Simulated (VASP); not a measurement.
Here is a VASP 6.6.1 calculation.

INCAR

```
PREC = Accurate ; ENCUT = 600
EDIFF = 1E-6 ; ISMEAR = 0
SIGMA = 0.1 ; LREAL = F
LASPH = T ; NELM = 120
ALGO = Normal ; ISIF = 2
LWAVE = F ; LCHARG = T
GGA = PS ; LELF = T
LVHAR = T ; NBANDS = 16
GGA_COMPAT = F
```

File KPOINTS:

```
Automatic mesh
0
Gamma
  6 6 6
```

The input POSCAR:

```
CdO
1.0
    0.0000000000      2.5431233176      2.5431233176
    2.5431233176      0.0000000000      2.5431233176
    2.5431233176      2.5431233176      0.0000000000
Cd O
1 1
Direct
    0.0000000000      0.0000000000      0.0000000000
    0.5000000000      0.5000000000      0.5000000000
```

Potentials or basis: VASP PAW PBE potentials, release 64 (Cd, O).

The run is started by

```bash
$ cat potpaw_PBE.64/Cd/POTCAR potpaw_PBE.64/O/POTCAR > POTCAR
$ mpirun -np 1 vasp_std > vasp.out
```

(1) What does it give for the band gap on the k mesh?

(2) Estimate the pressure.

Answers

(1) zero (bands 9 and 10 overlap by 0.66 eV).

(2) -19.3 GPa.

Caveat: the cell differs from its parent crystal (S replaced by O, lengths x 0.906, strained); the cell stands under tension; semilocal functionals underestimate gaps, and a narrow one can read as zero; the PAW data sets were made with another functional, which shifts forces and pressure a little.
